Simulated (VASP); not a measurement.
The system is AlN.

```
Al N
1.0
     3.22380    0.00000    0.00000
    -1.61190    2.79189    0.00000
     0.00000    0.00000    4.81630
Al N
2 2
Direct
  0.33333 0.66667 0.00173
  0.66667 0.33333 0.50173
  0.33333 0.66667 0.38327
  0.66667 0.33333 0.88327
```

| Quantity | Value |
| --- | --- |
| Program | VASP 6.6.1 |
| Task | relaxation of the atoms |
| Functional | PBE |
| Potentials or basis | VASP PAW PBE potentials, release 64 (Al, N) |
| Cutoff | 520 eV |
| k mesh | 9 × 9 × 6 |
| Occupations | gaussian, width 0.05 eV |
| Spin | no spin polarisation |

At the start: pressure -2.9 GPa; volume 10.84 Å³/atom.

Task: How do energy, volume and symmetry change on relaxing?

Result: Over 3 steps the energy falls by 15.0 meV/atom; space group P6_3mc (No. 186, to 0.05 Å).

The path:
```csv
step,energy change (eV),largest force (eV/Å),pressure (GPa)
1,0.0000,0.9321,-2.95
2,-0.0553,0.2115,-5.02
3,-0.0598,0.0015,-4.69
```

Final structure:
```
Al N
1.0
     3.22380    0.00000    0.00000
    -1.61190    2.79189    0.00000
     0.00000    0.00000    4.81630
Al N
2 2
Direct
  0.33333 0.66667 0.99459
  0.66667 0.33333 0.49459
  0.33333 0.66667 0.39041
  0.66667 0.33333 0.89041
```
